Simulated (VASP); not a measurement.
A run of VASP 6.6.1 is set up as follows.

File INCAR:

```
ALGO = Normal
EDIFF = 1E-6
ENCUT = 520
ISIF = 2
ISMEAR = -1
LASPH = True
LCHARG = False
LREAL = False
LWAVE = False
NBANDS = 18
NELM = 60
PREC = Accurate
SIGMA = 0.05
```

File KPOINTS:

```
k-points
0
Gamma
  11 11 11
```

File POSCAR:

```
Cu
1.0
    1.1935901047     -3.8952046620      0.0000000000
    1.1935901047      3.8952046620      0.0000000000
    0.0000000000      0.0000000000      2.4249610270
Cu
2
Direct
    0.8661333500      0.1338666500      0.7500000000
    0.1338666500      0.8661333500      0.2500000000
```

Potentials or basis: VASP PAW LDA potentials, release 64 (Cu).

The run is started by

```sh
$ cat potpaw_LDA.64/Cu/POTCAR > POTCAR
$ mpirun -np 1 vasp_std > vasp.out
```

Q: What does it give for the largest force?

A: 0.046 eV/Å.

Q: Estimate the band gap on the k mesh.

A: Zero (bands 11 and 12 overlap by 5.62 eV).

Stress tensor (GPa, compression positive):
```
3.03 0.00 0.00
0.00 2.47 0.00
0.00 0.00 3.72
```

Caveat: the cell stands under pressure.
